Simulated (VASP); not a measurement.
# Au in VASP: single point with PBE

Aim: the single point of Au with PBE.

Program: VASP 6.6.1. These are calculated values, not measurements. Logs are shortened: lines on timing, memory, paths and dates and some standing lists are left out, and cuts for length are marked.

### 1 The cell of the first run

The cell holds a slab with vacuum, 5 atoms: a = 2.884 Å, b = 2.884 Å, c = 24.418 Å, α = 90.00°, β = 90.00°, γ = 60.00°.

### 2 Single point, PBE

INCAR

```
SYSTEM = Au
PREC = Accurate
ENCUT = 520
EDIFF = 1E-6
ISMEAR = 0
SIGMA = 0.1
LREAL = .FALSE.
LASPH = .TRUE.
NELM = 60
ALGO = Normal
ISIF = 2
LWAVE = .FALSE.
LCHARG = .FALSE.
LDIPOL = .TRUE.
IDIPOL = 3
DIPOL = 0.5 0.5 0.500
GGA = PE
NBANDS = 36
```

KPOINTS

```
Automatic mesh
0
G
  16 16 1
  0 0 0
```

POSCAR

```
Au
1.0
    2.8835814537      0.0000000000      0.0000000000
    1.4417907268      2.4972547928      0.0000000000
    0.0000000000      0.0000000000     24.4177375910
Au
5
Direct
    0.0000000000      0.0000000000      0.2982090239
    0.3333333333      0.3333333333      0.3999288244
    0.6666666667      0.6666666667      0.5000001826
    0.0000000000      0.0000000000      0.6000714893
    0.3333333333      0.3333333333      0.7017904798
```

Potentials or basis: VASP PAW PBE potentials, release 64 (Au).

Launch:

```
cat potpaw_PBE.64/Au/POTCAR > POTCAR
mpirun -np 1 vasp_std > vasp.out
```

OUTCAR:

```text
SYSTEM = Au
   PREC = Accurate
   ENCUT = 520
   EDIFF = 1E-6
   ISMEAR = 0
   LREAL = .FALSE.
   LASPH = .TRUE.
   NELM = 60
   ISIF = 2
   GGA = PE

 ion  position               nearest neighbor table
   1  0.000  0.000  0.298-   2 2.99   2 2.99   2 2.99
   2  0.333  0.333  0.400-   3 2.96   3 2.96   3 2.96   1 2.99   1 2.99   1 2.99
   3  0.667  0.667  0.500-   4 2.96   4 2.96   4 2.96   2 2.96   2 2.96   2 2.96
   4  0.000  0.000  0.600-   3 2.96   3 2.96   3 2.96   5 2.99   5 2.99   5 2.99
   5  0.333  0.333  0.702-   4 2.99   4 2.99   4 2.99

  LATTYP: Found a hexagonal cell.
 ALAT       =     2.8835814537
 C/A-ratio  =     8.4678508248

  Lattice vectors:

 A1 = (  -1.4417907268,  -2.4972547928,   0.0000000000)
 A2 = (   2.8835814537,   0.0000000000,   0.0000000000)
 A3 = (   0.0000000000,   0.0000000000,  24.4177375910)

Analysis of symmetry for initial positions (statically):
=====================================================================
 Subroutine PRICEL returns:
 Original cell was already a primitive cell.

 Routine SETGRP: Setting up the symmetry group for a
 hexagonal supercell.

 Subroutine GETGRP returns: Found 12 space group operations
 (whereof  6 operations were pure point group operations)
 out of a pool of 24 trial point group operations.

The static configuration has the point symmetry C_3v.
 The point group associated with its full space group is D_3d.

Analysis of symmetry for dynamics (positions and initial velocities):
=====================================================================
 Subroutine PRICEL returns:
 Original cell was already a primitive cell.

 Routine SETGRP: Setting up the symmetry group for a
 hexagonal supercell.

 Subroutine GETGRP returns: Found 12 space group operations
 (whereof  6 operations were pure point group operations)
 out of a pool of 24 trial point group operations.

The dynamic configuration has the point symmetry C_3v.
 The point group associated with its full space group is D_3d.

 Subroutine INISYM returns: Found 12 space group operations
 (whereof  6 operations are pure point group operations),
 and found     1 'primitive' translations

----------------------------------------------------------------------------------------

                                     Primitive cell

  volume of cell :     175.8330

  direct lattice vectors                    reciprocal lattice vectors
     2.883581454  0.000000000  0.000000000     0.346790967 -0.200219858  0.000000000
     1.441790727  2.497254793  0.000000000     0.000000000  0.400439716  0.000000000
     0.000000000  0.000000000 24.417737591     0.000000000  0.000000000  0.040953835

  length of vectors
     2.883581454  2.883581454 24.417737591     0.400439716  0.400439716  0.040953835

  position of ions in fractional coordinates (direct lattice)
     0.000000000  0.000000000  0.298209024
     0.333333333  0.333333333  0.399928824
     0.666666667  0.666666667  0.500000183
     0.000000000  0.000000000  0.600071489
     0.333333333  0.333333333  0.701790480

  ion indices of the primitive-cell ions
   primitive index   ion index
                 1           1
                 2           2
                 3           3
                 4           4
                 5           5

----------------------------------------------------------------------------------------

 KPOINTS: Automatic mesh

Automatic generation of k-mesh.
 Grid dimensions read from file:
 generate k-points for:   16   16    1

 Generating k-lattice:

  Cartesian coordinates                     Fractional coordinates (reciprocal lattice)
     0.021674435 -0.012513741  0.000000000     0.062500000  0.000000000  0.000000000
     0.000000000  0.025027482  0.000000000     0.000000000  0.062500000  0.000000000
     0.000000000  0.000000000  0.040953835     0.000000000  0.000000000  1.000000000

  Length of vectors
     0.025027482  0.025027482  0.040953835

  Shift w.r.t. Gamma in fractional coordinates (k-lattice)
     0.000000000  0.000000000  0.000000000

 Subroutine IBZKPT returns following result:
 ===========================================

 Found     30 irreducible k-points:

 Following reciprocal coordinates:
            Coordinates               Weight
  0.000000  0.000000  0.000000      1.000000
  0.062500  0.000000  0.000000      6.000000
  0.125000  0.000000  0.000000      6.000000
  0.187500  0.000000  0.000000      6.000000
  0.250000  0.000000  0.000000      6.000000
  0.312500  0.000000  0.000000      6.000000
[... 16 lines left out ...]
  0.375000  0.187500  0.000000      6.000000
  0.437500  0.187500  0.000000     12.000000
 [... further k-points ...]
   k-points           NKPTS =     30   k-points in BZ     NKDIM =     30   number of bands    NBANDS=     36
   number of dos      NEDOS =    301   number of ions     NIONS =      5
   total plane-waves  NPLWV = 110592
   dimension x,y,z NGX =    24 NGY =   24 NGZ =  192
   dimension x,y,z NGXF=    48 NGYF=   48 NGZF=  384
   ions per type =               5
   NGX,Y,Z   is equivalent  to a cutoff of  13.84, 13.84, 13.07 a.u.
   NGXF,Y,Z  is equivalent  to a cutoff of  27.67, 27.67, 26.14 a.u.
 SYSTEM =  Au
   PREC   = accura    normal or accurate (medium, high low for compatibility)
   ISTART =      0    job   : 0-new  1-cont  2-samecut
   ICHARG =      2    charge: 1-file 2-atom 10-const
   ISPIN  =      1    spin polarized calculation?
   LNONCOLLINEAR =      F non collinear calculations
   LSORBIT =      F    spin-orbit coupling
   LASPH  =      T    aspherical Exc in radial PAW
   ENCUT  =  520.0 eV  38.22 Ry    6.18 a.u.   5.36  5.36 45.40*2*pi/ulx,y,z
   NELM   =     60;   NELMIN=  2; NELMDL= -5     # of ELM steps
   EDIFF  = 0.1E-05   stopping-criterion for ELM
   LREAL  =      F    real-space projection
   EDIFFG = 0.1E-04   stopping-criterion for IOM
   NSW    =      0    number of steps for IOM
   IBRION =     -1    ionic relax: 0-MD 1-quasi-New 2-CG
   NFREE  =      0    steps in history (QN), initial steepest desc. (CG)
   ISIF   =      2    stress and relaxation
   ISYM   =      2    0-nonsym 1-usesym 2-fastsym
   POTIM  = 0.5000    time-step for ionic-motion
   TEBEG  =    0.0;   TEEND  =   0.0 temperature during run
   PSTRESS=    0.0 pullay stress
   NELECT =      55.0000    total number of electrons
   NUPDOWN=      -1.0000    fix difference up-down
   EMIN   =  10.00;   EMAX   =-10.00  energy-range for DOS
   EFERMI =   0.00;   METHOD = LEGACY
   ISMEAR =     0;   SIGMA  =   0.10  broadening in eV -4-tet -1-fermi 0-gaus
   EFERMI_NEDOS =   21; number of points for ismear=-14 and -15
   IALGO  =     38    algorithm
   IMIX   =      4    mixing-type and parameters
     AMIX     =   0.40;   BMIX     =  1.00
     AMIX_MAG =   1.60;   BMIX_MAG =  1.00
  volume/ion in A,a.u.               =      35.17       237.32
  Fermi-wavevector in a.u.,A,eV,Ry     =   1.111294  2.100041 16.802840  1.234974
  Thomas-Fermi vector in A             =   2.247855
   LORBIT       =      0    0 simple, 1 ext, 2 COOP (PROOUT), +10 PAW based schemes
   GGA     = PE    functional components
   LHFCALC =     F    Hartree Fock is set to
   AEXX    =    0.0000 exact exchange contribution
   IVDW    =     0    specifies the selected vdW correction
   LEPSILON=     F    determine dielectric tensor
   LRPA    =     F    only Hartree local field effects (RPA)
 non-spin polarized calculation
 Gauss-broadening in eV      SIGMA  =   0.10
  energy-cutoff  :      520.00
  volume of cell :      175.83
 maximum number of plane-waves:      4819
 NGX is ok and might be reduce to    24
   NGX = 11   NGY = 11   NGZ = 91

 dipolmoment           0.000000      0.000000      0.000000 electrons x Angstroem

 number of electron      55.0000007 magnetization

 dipolmoment           0.000000      0.000000     -0.000006 electrons x Angstroem

 Free energy of the ion-electron system (eV)
  ---------------------------------------------------
  ext. energy  EPLUGINS =         0.00000000
  ---------------------------------------------------
  free energy    TOTEN  =       -15.48671693 eV

  energy without entropy =      -15.47189631  energy(sigma->0) =      -15.47930662

 E-fermi :   1.8342     XC(G=0):  -6.9268

 val. band max:        1.8327689297   @ k =   0.5000   0.1875   0.0000
 cond. band min:       1.8383642705   @ k =   0.5000   0.2500   0.0000
 fundamental gap:      0.0055953408
 Fermi energy:         1.8341829196

 k-point     1 :       0.0000    0.0000    0.0000
  band No.  band energies     occupation
      1      -7.3603      2.00000
      2      -6.5541      2.00000
      3      -5.6787      2.00000
      4      -5.1475      2.00000
      5      -5.1436      2.00000
      6      -2.9277      2.00000
[... 28 lines left out ...]
     35       8.6044      0.00000
     36       8.9806      0.00000

 k-point     2 :       0.0625    0.0000    0.0000
  band No.  band energies     occupation
      1      -7.2390      2.00000
      2      -6.4341      2.00000
      3      -5.5592      2.00000
      4      -5.0380      2.00000
      5      -5.0267      2.00000
      6      -2.9301      2.00000
[... 28 lines left out ...]
     35       8.7017      0.00000
     36       9.0596      0.00000

 k-point     3 :       0.1250    0.0000    0.0000
  band No.  band energies     occupation
      1      -6.8867      2.00000
      2      -6.0902      2.00000
      3      -5.2224      2.00000
      4      -4.7339      2.00000
      5      -4.6989      2.00000
      6      -3.0602      2.00000
[... 28 lines left out ...]
     35       8.9914      0.00000
     36       9.2963      0.00000
[... 742 lines left out ...]
 k-point    23 :       0.3750    0.1875    0.0000
  band No.  band energies     occupation
      1      -4.7973      2.00000
      2      -4.3788      2.00000
      3      -3.9162      2.00000
      4      -3.6954      2.00000
      5      -3.5617      2.00000
      6      -3.4558      2.00000
[... 28 lines left out ...]
     35      10.3461      0.00000
     36      10.4648      0.00000

 k-point    24 :       0.4375    0.1875    0.0000
  band No.  band energies     occupation
      1      -4.3848      2.00000
      2      -4.1808      2.00000
      3      -3.8946      2.00000
      4      -3.8163      2.00000
      5      -3.6457      2.00000
      6      -3.4682      2.00000
[... 28 lines left out ...]
     35       9.3904      0.00000
     36      10.2251      0.00000

 [... further k-points ...]

------------------------ aborting loop because EDIFF is reached ----------------------------------------

 vacuum level on the upper side and lower side of the slab       (xc-potential included)        -0.009        -0.009

  FORCE on cell =-STRESS in cart. coord.  units (eV):
  Direction    XX          YY          ZZ          XY          YZ          ZX
  --------------------------------------------------------------------------------------
  -------------------------------------------------------------------------------------
  Total       -0.5720031     -0.5720031     -0.1088682      0.0000000      0.0000000     -0.0000000
  in kB       -5.2120484     -5.2120484     -0.9919986      0.0000000      0.0000000     -0.0000000
  external PRESSURE =      -3.8053651 kB  Pullay stress =       0.0000000 kB

 VOLUME and BASIS-vectors are now :
 -----------------------------------------------------------------------------
  energy-cutoff  :      520.00
  volume of cell :      175.83
      direct lattice vectors                 reciprocal lattice vectors
     2.883581454  0.000000000  0.000000000     0.346790967 -0.200219858  0.000000000
     1.441790727  2.497254793  0.000000000     0.000000000  0.400439716  0.000000000
     0.000000000  0.000000000 24.417737591     0.000000000  0.000000000  0.040953835

 POSITION                                       TOTAL-FORCE (eV/Angst)
 -----------------------------------------------------------------------------------
      0.00000      0.00000      7.28159         0.000000     -0.000000      0.001465
      1.44179      0.83242      9.76536        -0.000000     -0.000000      0.006832
      2.88358      1.66484     12.20887        -0.000000     -0.000000     -0.000000
      0.00000      0.00000     14.65239         0.000000      0.000000     -0.006832
      1.44179      0.83242     17.13614        -0.000000     -0.000000     -0.001465
 -----------------------------------------------------------------------------------
    total drift:                                0.000000      0.000000     -0.000346

  FREE ENERGIE OF THE ION-ELECTRON SYSTEM (eV)
  ---------------------------------------------------
  free  energy   TOTEN  =       -15.4867169345 eV

  energy  without entropy=      -15.4718963094  energy(sigma->0) =      -15.47930662

 vacuum level on the upper side and lower side of the slab         7.028         7.028
```

Wall time 3.2 min (1 thread of Intel Xeon Platinum 8375C at 2.90GHz (Ice Lake), shared host); peak memory 0.39 GiB.

What came out:

| Quantity | Value |
| --- | --- |
| Free energy | -15.4867 eV |
| Largest force | 0.007 eV/Å |

Forces on the atoms (eV/Å):
```
Au   0.000  0.000  0.001
Au   0.000  0.000  0.007
Au   0.000  0.000  0.000
Au   0.000  0.000 -0.007
Au   0.000  0.000 -0.001
```

Caveat: spin-orbit coupling is left out, which moves the levels of the heavy elements.
